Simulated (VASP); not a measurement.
Write the native input for VASP 6.6.1 that does the following.

```yaml
Task: single point
Functional: PBE
Potentials_or_basis: VASP PAW PBE potentials, release 64 (Mg, Be)
Cutoff: 520 eV
k_mesh: 6 × 6 × 4
Occupations: gaussian, width 0.1 eV
Spin: no spin polarisation
Dipole_correction: no
Further_INCAR_settings: ALGO = Normal; EDIFF = 1e-06; NBANDS = 12
```

The structure of MgBe lies in POSCAR:

```
MgBe
1.0
    4.7179680522      0.0000000000      0.0000000000
    0.0000000000      4.7179680522      0.0000000000
    0.0000000000      0.0000000000      3.9704877345
Mg Be
2 2
Direct
    0.5000000000      0.0000000000      0.5293086058
    0.0000000000      0.5000000000      0.5293086058
    0.5000000000      0.5000000000      0.7960065755
    0.5000000000      0.5000000000      0.3019456629
```

One way to write it, as run:

INCAR

```
SYSTEM = MgBe
PREC = Accurate
ENCUT = 520
EDIFF = 1E-6
ISMEAR = 0
SIGMA = 0.1
LREAL = .False.
LASPH = .True.
NELM = 100
ALGO = Normal
ISIF = 2
LWAVE = .False.
LCHARG = .False.
GGA = PE
NBANDS = 12
```

KPOINTS

```
regular mesh
0
Gamma
  6 6 4
  0 0 0
```

Potentials or basis: VASP PAW PBE potentials, release 64 (Mg, Be).

Run with:

```bash
$ cat potpaw_PBE.64/Mg/POTCAR potpaw_PBE.64/Be/POTCAR > POTCAR
$ mpirun -np 1 vasp_std > vasp.out
```

It gave:

The pressure is 0.0 GPa, the largest force is 0.015 eV/Å and the band gap on the k mesh is zero (band 4 reaches 1.62 eV, above the bottom of band 5 at 0.92 eV).

Caveat: the k points lie up to 0.40 Å⁻¹ apart.

Run time: 30 s on 1 thread of Intel(R) Xeon(R) 6975P-C (Granite Rapids), on a shared host, peak memory 0.2 GiB.
